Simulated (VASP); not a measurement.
# Fe in VASP: a series of runs

Fe is run at these levels: PBEsol; tasks: single point.

Program: VASP 6.6.1. These are calculated values, not measurements. Logs are shortened: lines on timing, memory, paths and dates and some standing lists are left out, and cuts for length are marked.

### Step 1. The cell of the first run

It takes space group I4/mmm (No. 139, tetragonal). The conventional cell has a = 2.395 Å, b = 2.395 Å, c = 3.542 Å, α = 90.00°, β = 90.00°, γ = 90.00°. Fe (site symmetry 4/mmm) has 12 Fe at 2.39 to 2.45 Å within 3.2 Å.

### Step 2. Single point, PBEsol, collinear spin, antiferromagnetic start

Contents of INCAR:

```
PREC = Accurate
ENCUT = 520
EDIFF = 1E-7
ISMEAR = -1
SIGMA = 0.05
LREAL = False
LASPH = True
NELM = 150
ALGO = Normal
ISIF = 2
LWAVE = False
LCHARG = True
ISPIN = 2
MAGMOM = 1.18 -1.18
LORBIT = 11
LMAXMIX = 4
GGA = PS
LELF = True
LVHAR = True
NBANDS = 19
```

Contents of KPOINTS:

```
regular mesh
0
Gamma
  21 21 15
```

Contents of POSCAR:

```
Fe
1.0
    2.3949354813      0.0000000000      0.0000000000
    0.0000000000      2.3949354813      0.0000000000
    0.0000000000      0.0000000000      3.5415172634
Fe
2
Direct
    1.0000000000      0.0000000000      0.0000000000
    0.5000000000      0.5000000000      0.5000000000
```

Potentials or basis: VASP PAW PBE potentials, release 64 (Fe).

Launch:

```bash
$ cat potpaw_PBE.64/Fe/POTCAR > POTCAR
$ mpirun -np 1 vasp_std > vasp.out
```

OUTCAR:

```text
PREC = Accurate
   ENCUT = 520
   EDIFF = 1E-7
   ISMEAR = -1
   LREAL = False
   LASPH = True
   NELM = 150
   ISIF = 2
   ISPIN = 2
   LORBIT = 11
   GGA = PS

 ion  position               nearest neighbor table
   1  0.000  0.000  0.000-   2 2.45   2 2.45   2 2.45   2 2.45   2 2.45   2 2.45   2 2.45   2 2.45

   2  0.500  0.500  0.500-   1 2.45   1 2.45   1 2.45   1 2.45   1 2.45   1 2.45   1 2.45   1 2.45

  LATTYP: Found a simple tetragonal cell.
 ALAT       =     2.3949354813
 C/A-ratio  =     1.4787526808

  Lattice vectors:

 A1 = (   2.3949354813,   0.0000000000,   0.0000000000)
 A2 = (   0.0000000000,   2.3949354813,   0.0000000000)
 A3 = (   0.0000000000,   0.0000000000,   3.5415172634)

Analysis of symmetry for initial positions (statically):
=====================================================================
 Subroutine PRICEL returns following result:

  LATTYP: Found a body centered tetragonal cell.
 ALAT       =     2.3949354813
 C/A-ratio  =     1.4787526808

  Lattice vectors:

 A1 = (   1.1974677406,  -1.1974677406,  -1.7707586317)
 A2 = (  -1.1974677406,   1.1974677406,  -1.7707586317)
 A3 = (   1.1974677406,   1.1974677406,   1.7707586317)

   2 primitive cells build up your supercell.

 Routine SETGRP: Setting up the symmetry group for a
 simple tetragonal supercell.

 Subroutine GETGRP returns: Found 16 space group operations
 (whereof 16 operations were pure point group operations)
 out of a pool of 16 trial point group operations.

The static configuration has the point symmetry D_4h.

Analysis of symmetry for dynamics (positions and initial velocities):
=====================================================================
 Subroutine PRICEL returns following result:

  LATTYP: Found a body centered tetragonal cell.
 ALAT       =     2.3949354813
 C/A-ratio  =     1.4787526808

  Lattice vectors:

 A1 = (   1.1974677406,  -1.1974677406,  -1.7707586317)
 A2 = (  -1.1974677406,   1.1974677406,  -1.7707586317)
 A3 = (   1.1974677406,   1.1974677406,   1.7707586317)

   2 primitive cells build up your supercell.

 Routine SETGRP: Setting up the symmetry group for a
 simple tetragonal supercell.

 Subroutine GETGRP returns: Found 16 space group operations
 (whereof 16 operations were pure point group operations)
 out of a pool of 16 trial point group operations.

The dynamic configuration has the point symmetry D_4h.

Analysis of structural, dynamic, and magnetic symmetry:
=====================================================================
 Subroutine PRICEL returns following result:

  LATTYP: Found a body centered tetragonal cell.
 ALAT       =     2.3949354813
 C/A-ratio  =     1.4787526808

  Lattice vectors:

 A1 = (   1.1974677406,  -1.1974677406,  -1.7707586317)
 A2 = (  -1.1974677406,   1.1974677406,  -1.7707586317)
 A3 = (   1.1974677406,   1.1974677406,   1.7707586317)

   2 primitive cells build up your supercell.

 Routine SETGRP: Setting up the symmetry group for a
 simple tetragonal supercell.

 Subroutine GETGRP returns: Found 16 space group operations
 (whereof 16 operations were pure point group operations)
 out of a pool of 16 trial point group operations.

The overall configuration has the point symmetry D_4h.

 Subroutine INISYM returns: Found 16 space group operations
 (whereof 16 operations are pure point group operations),
 and found     2 'primitive' translations

----------------------------------------------------------------------------------------

                                     Primitive cell

  volume of cell :      10.1566

  direct lattice vectors                    reciprocal lattice vectors
     1.197467741 -1.197467741 -1.770758632     0.417547783  0.000000000 -0.282364853
    -1.197467741  1.197467741 -1.770758632     0.000000000  0.417547783 -0.282364853
     1.197467741  1.197467741  1.770758632     0.417547783  0.417547783  0.000000000

  length of vectors
     2.450192668  2.450192668  2.450192668     0.504059581  0.504059581  0.590501737

  position of ions in fractional coordinates (direct lattice)
     0.000000000  0.000000000  0.000000000

  ion indices of the primitive-cell ions
   primitive index   ion index
                 1           1

----------------------------------------------------------------------------------------

 KPOINTS: regular mesh

Automatic generation of k-mesh.
 Grid dimensions read from file:
 generate k-points for:   21   21   15

 Generating k-lattice:

  Cartesian coordinates                     Fractional coordinates (reciprocal lattice)
     0.019883228  0.000000000  0.000000000     0.047619048  0.000000000  0.000000000
     0.000000000  0.019883228  0.000000000     0.000000000  0.047619048  0.000000000
     0.000000000  0.000000000  0.018824324     0.000000000  0.000000000  0.066666667

  Length of vectors
     0.019883228  0.019883228  0.018824324

  Shift w.r.t. Gamma in fractional coordinates (k-lattice)
     0.000000000  0.000000000  0.000000000

 Subroutine IBZKPT returns following result:
 ===========================================

 Found    528 irreducible k-points:

 Following reciprocal coordinates:
            Coordinates               Weight
  0.000000  0.000000  0.000000      1.000000
  0.047619  0.000000  0.000000      4.000000
  0.095238  0.000000  0.000000      4.000000
  0.142857  0.000000  0.000000      4.000000
  0.190476  0.000000  0.000000      4.000000
  0.238095  0.000000  0.000000      4.000000
[... 16 lines left out ...]
  0.142857  0.095238  0.000000      8.000000
  0.190476  0.095238  0.000000      8.000000
 [... further k-points ...]
   k-points           NKPTS =    528   k-points in BZ     NKDIM =    528   number of bands    NBANDS=     19
   number of dos      NEDOS =    301   number of ions     NIONS =      2
   total plane-waves  NPLWV =   9072
   dimension x,y,z NGX =    18 NGY =   18 NGZ =   28
   dimension x,y,z NGXF=    36 NGYF=   36 NGZF=   56
   ions per type =               2
   NGX,Y,Z   is equivalent  to a cutoff of  12.49, 12.49, 13.14 a.u.
   NGXF,Y,Z  is equivalent  to a cutoff of  24.99, 24.99, 26.29 a.u.
 SYSTEM =  unknown system
   PREC   = accura    normal or accurate (medium, high low for compatibility)
   ISTART =      0    job   : 0-new  1-cont  2-samecut
   ICHARG =      2    charge: 1-file 2-atom 10-const
   ISPIN  =      2    spin polarized calculation?
   LNONCOLLINEAR =      F non collinear calculations
   LSORBIT =      F    spin-orbit coupling
   LASPH  =      T    aspherical Exc in radial PAW
   ENCUT  =  520.0 eV  38.22 Ry    6.18 a.u.   4.45  4.45  6.58*2*pi/ulx,y,z
   NELM   =    150;   NELMIN=  2; NELMDL= -5     # of ELM steps
   EDIFF  = 0.1E-06   stopping-criterion for ELM
   LREAL  =      F    real-space projection
   EDIFFG = 0.1E-05   stopping-criterion for IOM
   NSW    =      0    number of steps for IOM
   IBRION =     -1    ionic relax: 0-MD 1-quasi-New 2-CG
   NFREE  =      0    steps in history (QN), initial steepest desc. (CG)
   ISIF   =      2    stress and relaxation
   ISYM   =      2    0-nonsym 1-usesym 2-fastsym
   POTIM  = 0.5000    time-step for ionic-motion
   TEBEG  =    0.0;   TEEND  =   0.0 temperature during run
   PSTRESS=    0.0 pullay stress
   NELECT =      16.0000    total number of electrons
   NUPDOWN=      -1.0000    fix difference up-down
   EMIN   =  10.00;   EMAX   =-10.00  energy-range for DOS
   EFERMI =   0.00;   METHOD = LEGACY
   ISMEAR =    -1;   SIGMA  =   0.05  broadening in eV -4-tet -1-fermi 0-gaus
   EFERMI_NEDOS =   21; number of points for ismear=-14 and -15
   IALGO  =     38    algorithm
   IMIX   =      4    mixing-type and parameters
     AMIX     =   0.40;   BMIX     =  1.00
     AMIX_MAG =   1.60;   BMIX_MAG =  1.00
  volume/ion in A,a.u.               =      10.16        68.54
  Fermi-wavevector in a.u.,A,eV,Ry     =   1.511898  2.857073 31.100681  2.285836
  Thomas-Fermi vector in A             =   2.621894
   LORBIT       =     11    0 simple, 1 ext, 2 COOP (PROOUT), +10 PAW based schemes
   GGA     = PS    functional components
   LHFCALC =     F    Hartree Fock is set to
   AEXX    =    0.0000 exact exchange contribution
   IVDW    =     0    specifies the selected vdW correction
   LEPSILON=     F    determine dielectric tensor
   LRPA    =     F    only Hartree local field effects (RPA)
 spin polarized calculation
  energy-cutoff  :      520.00
  volume of cell :       20.31
 maximum number of plane-waves:       564
 NGX is ok and might be reduce to    18

 number of electron      16.0000015 magnetization      -0.0000000

 number of electron      16.0000015 magnetization       0.0000000

 Free energy of the ion-electron system (eV)
  ---------------------------------------------------
  ext. energy  EPLUGINS =         0.00000000
  ---------------------------------------------------
  free energy    TOTEN  =       -17.76719927 eV

  energy without entropy =      -17.74455859  energy(sigma->0) =      -17.75587893

 E-fermi :   6.9333     XC(G=0): -13.9587

 val. band max:        6.9312129042   @ k =   0.2857   0.1905   0.2667
 cond. band min:       6.9341599399   @ k =   0.2381   0.1905   0.0667
 fundamental gap:      0.0029470358
 Fermi energy:         6.9332825934

 spin component 1

 k-point     1 :       0.0000    0.0000    0.0000
  band No.  band energies     occupation
      1      -2.1884      1.00000
      2       1.7055      1.00000
      3       2.4938      1.00000
      4       4.9233      1.00000
      5       5.1347      1.00000
      6       5.1347      1.00000
[... 505 lines left out ...]
      6       5.3719      1.00000
[... 11 lines left out ...]
     18      32.3344      0.00000
     19      32.9499      0.00000

 [... further k-points ...]

 spin component 2

 k-point     1 :       0.0000    0.0000    0.0000
  band No.  band energies     occupation
      1      -2.1884      1.00000
      2       1.7055      1.00000
      3       2.4938      1.00000
      4       4.9233      1.00000
      5       5.1347      1.00000
      6       5.1347      1.00000
[... 505 lines left out ...]
      6       5.3719      1.00000
[... 11 lines left out ...]
     18      32.3344      0.00000
     19      32.9499      0.00000

 [... further k-points ...]
[... 5 lines left out ...]
  --------------------------------------------------------------------------------------
  -------------------------------------------------------------------------------------
  Total       -0.0386656     -0.0386656      0.0728965      0.0000000      0.0000000     -0.0000000
  in kB       -3.0497084     -3.0497084      5.7496321      0.0000000      0.0000000     -0.0000000
  external PRESSURE =      -0.1165949 kB  Pullay stress =       0.0000000 kB

 VOLUME and BASIS-vectors are now :
 -----------------------------------------------------------------------------
  energy-cutoff  :      520.00
  volume of cell :       20.31
      direct lattice vectors                 reciprocal lattice vectors
     2.394935481  0.000000000  0.000000000     0.417547783  0.000000000  0.000000000
     0.000000000  2.394935481  0.000000000     0.000000000  0.417547783  0.000000000
     0.000000000  0.000000000  3.541517263     0.000000000  0.000000000  0.282364853

 POSITION                                       TOTAL-FORCE (eV/Angst)
 -----------------------------------------------------------------------------------
      0.00000      0.00000      0.00000        -0.000000      0.000000     -0.000000
      1.19747      1.19747      1.77076         0.000000     -0.000000      0.000000
 -----------------------------------------------------------------------------------
    total drift:                                0.000000     -0.000000     -0.000000

  FREE ENERGIE OF THE ION-ELECTRON SYSTEM (eV)
  ---------------------------------------------------
  free  energy   TOTEN  =       -17.7671992669 eV

  energy  without entropy=      -17.7445585908  energy(sigma->0) =      -17.75587893

 total charge

# of ion       s       p       d       tot
------------------------------------------
    1        0.546   0.656   6.324   7.525
    2        0.546   0.656   6.324   7.525
--------------------------------------------------
tot          1.091   1.311  12.647  15.050

 magnetization (x)

# of ion       s       p       d       tot
------------------------------------------
    1        0.014   0.030   1.188   1.232
    2       -0.014  -0.030  -1.188  -1.232
--------------------------------------------------
tot          0.000   0.000   0.000   0.000
```

Run time: 4.8 min. Hardware: 1 thread of Intel Xeon 6975P-C, shared host; peak memory 0.37 GiB.

What came out:

| Item | Value |
| --- | --- |
| Free energy | -17.7672 eV |
| Pressure | 0.0 GPa |
| Band gap on the k mesh | zero (filled and empty bands overlap) |
| Net moment | 0.00 μB per cell |
| Site moments | Fe +1.23, -1.23 μB |
| Valence electrons inside the program's atomic spheres | Fe 7.53 |

Levels at points of the mesh, in eV from the Fermi level:
Spin up:
| k point | band 4 | band 5 | band 6 | band 7 | band 8 | band 9 | band 10 | band 11 | band 12 | band 13 |
| --- | --- | --- | --- | --- | --- | --- | --- | --- | --- | --- |
| (0.00, 0.00, 0.00) | -2.01 | -1.80 | -1.80 | -0.53 | -0.40 | 1.27 | 1.27 | 1.38 | 2.30 | 10.92 |
Spin down:
```
           k point  band 4  band 5  band 6  band 7  band 8  band 9  band 10  band 11  band 12  band 13
(0.00, 0.00, 0.00)   -2.01   -1.80   -1.80   -0.53   -0.40    1.27     1.27     1.38     2.30    10.92
```

Caveat: the PAW data sets were made with another functional, which shifts forces and pressure a little.

### Step 3. Single point, PBEsol, collinear spin, ferromagnetic start

This run uses another cell than the first one: it holds 1 atom, not 2.

Contents of INCAR:

```
ALGO = Normal ; EDIFF = 1E-6
ENCUT = 520 ; GGA = PS
ISIF = 2 ; ISMEAR = -1
ISPIN = 2 ; LASPH = T
LCHARG = T ; LELF = T
LMAXMIX = 4 ; LORBIT = 11
LREAL = F ; LVHAR = T
LWAVE = F ; MAGMOM = 2.5
NBANDS = 14 ; NELM = 150
PREC = Accurate ; SIGMA = 0.05
```

Contents of KPOINTS:

```
k-points
0
Gamma
  15 15 15
```

Contents of POSCAR:

```
Fe
1.0
    0.0000000000      1.7024983329      1.7024983329
    1.7024983329      0.0000000000      1.7024983329
    1.7024983329      1.7024983329      0.0000000000
Fe
1
Direct
    0.0000000000      0.0000000000      0.0000000000
```

Potentials or basis: VASP PAW PBE potentials, release 64 (Fe).

Launch:

```bash
$ cat potpaw_PBE.64/Fe/POTCAR > POTCAR
$ mpirun -np 1 vasp_std > vasp.out
```

It took 93 s on 1 thread of Intel Xeon 6975P-C (Granite Rapids), shared host; peak memory 0.15 GiB.

Results (log left out):

```yaml
Free_energy: -8.8618 eV
Pressure: -0.5 GPa
Band_gap_on_the_k_mesh: zero (filled and empty bands overlap)
Net_moment: 0.00 μB per cell
Valence_electrons_inside_the_program's_atomic_spheres: Fe 7.60
```

Levels at points of the mesh, in eV from the Fermi level:
Spin up:
| k point | band 2 | band 3 | band 4 | band 5 | band 6 | band 7 |
| --- | --- | --- | --- | --- | --- | --- |
| (0.00, 0.00, 0.00) | -1.70 | -1.70 | -1.70 | -0.05 | -0.05 | 23.65 |
Spin down:
```csv
k point,band 1,band 2,band 3,band 4,band 5,band 6,band 7,band 8
"(0.00, 0.00, 0.00)",-9.06,-1.70,-1.70,-1.70,-0.05,-0.05,23.65,29.38
```

Caveat: the starting moments collapsed, and a magnetic state may lie lower; the PAW data sets were made with another functional, which shifts forces and pressure a little.
